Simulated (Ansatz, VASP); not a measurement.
## TaN: VASP beside Ansatz

```
Ta N
1.0
     0.00000    2.17427    2.17427
     2.17427    0.00000    2.17427
     2.17427    2.17427    0.00000
Ta N
1 1
Direct
  0.49891 0.50109 0.50109
  0.01407 0.98593 0.98593
```

Change from the starting cell: mode 4 frozen in at -0.061 Å, equal normal strain along x and y +0.0000.

Alike in both runs: task single point; functional LDA; k mesh 18 × 18 × 18; occupations gaussian, width 0.15 eV; no spin polarisation.

|  | VASP | Ansatz |
| --- | --- | --- |
| version | VASP 6.6.1 | Ansatz 0.2.0 |
| potentials or method | VASP PAW LDA potentials, release 64 (Ta_pv, N), cutoff 520 eV | scalar-relativistic, plane waves, PAW |
| valence electrons in the cell | 16 | 18 |

Ansatz gave:

```
gap on the k mesh at the Fermi level (eV)                     : none
pressure (GPa)                                                : 0.7
traceless stress, the component that is largest in VASP (GPa) : 1.60
rms of the force components (eV/Å)                            : 0.340
```

Question: Which values does VASP return?

Answer: gap on the k mesh at the Fermi level (eV): none; pressure (GPa): 2.8; traceless stress, the component that is largest in VASP (GPa): 1.63; rms of the force components (eV/Å): 0.346.

LDA's correlation is that of Perdew and Zunger in VASP and of Perdew and Wang (1992) in Ansatz. Atom by atom the forces differ by 0.006 eV/Å (rms over components). A gap of «none» marks a metal or a gap that the smearing closes. VASP's potentials hold 16 valence electrons a cell and Ansatz's 18, so a difference there can come from the potentials and not from the codes.

Neither program's run includes spin-orbit coupling.
